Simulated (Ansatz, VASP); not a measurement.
## ScGa5S in VASP and in Ansatz

```xyz
7
Lattice="2.8646 1.6539 5.0006 -2.8646 1.6539 5.0006 0.0000 -3.3078 5.0006" Properties=species:S:1:pos:R:3 pbc="T T T"
Sc    0.0000    0.0000    0.0000
Ga    0.0000    1.6539    5.0006
Ga   -1.4323   -0.8270    5.0006
Ga    1.4323   -0.8270    5.0006
Ga    0.0000    0.0000   12.1997
Ga    0.0000    0.0000    2.8022
S     0.0000    0.0000    7.5010
```

Alike in both runs: functional PBE; k mesh 4 × 4 × 4; occupations gaussian, width 0.2 eV; no spin polarisation.

Ansatz relaxed the structure, and its values are those at the end. VASP's run is a single point on that final structure, the one shown.

|  | VASP | Ansatz |
| --- | --- | --- |
| version | VASP 6.6.1 | Ansatz 0.2.0 |
| potentials or method | VASP PAW PBE potentials, release 64 (Sc_sv, Ga_d, S), cutoff 520 eV | scalar-relativistic, plane waves, PAW |
| valence electrons in the cell | 82 | 82 |

```csv
,VASP,Ansatz,Ansatz less VASP
gap on the k mesh at the Fermi level (eV),none,none,-
pressure (GPa),0.1,0.0,-0.09
rms of the force components (eV/Å),0.000,0.003,+0.0027
```

A gap of «none» marks a metal or a gap that the smearing closes.
